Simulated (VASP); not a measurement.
Runs of VASP 6.6.1 on CoO. The structure is that of space group Pm-3m (No. 221), or close to it. The cells are those of the table. 

| task | spin | cell | k mesh | smearing | gap on the mesh (eV) | pressure (GPa) | moment (μB) |
| --- | --- | --- | --- | --- | --- | --- | --- |
| single point | collinear, ferromagnetic start | a = 2.660 Å, 2 atoms | 8 × 8 × 8 | gaussian 0.1 eV | 0.95 | (b) | 3.00 |
| single point | collinear, ferromagnetic start | a = 2.661 Å, 2 atoms | 10 × 10 × 10 | gaussian 0.02 eV | 0.94 | (a) | 3.00 |
| relaxation of cell and atoms | collinear, ferromagnetic start | relaxed from a = 2.558 Å, 2 atoms | 8 × 8 × 8 | gaussian 0.1 eV | 1.06 | -0.1 | 3.00 |
| single point | off | a = 2.564 Å, 2 atoms | 10 × 10 × 10 | gaussian 0.02 eV | none | -2.1 | - |

Alike in all rows: level PBE+U; potentials or basis VASP PAW PBE potentials, release 64 (Co_sv, O); Co d U = 3.32 eV; cutoff (eV) 700.

Task: Estimate the missing entries.

Result: (a) -2.8; (b) -2.5.

Caveats: a cell with one magnetic atom can't hold antiferromagnetic order, which such compounds often take (at least some runs); an odd number of electrons without spin polarisation forces a metal (at least some runs); a magnetic or distorted state may lie lower (at least some runs); U without spin polarisation on a metal has little footing (at least some runs).

A k mesh can miss the band edges.

A gap of «none» marks levels without a gap at the run's occupations.
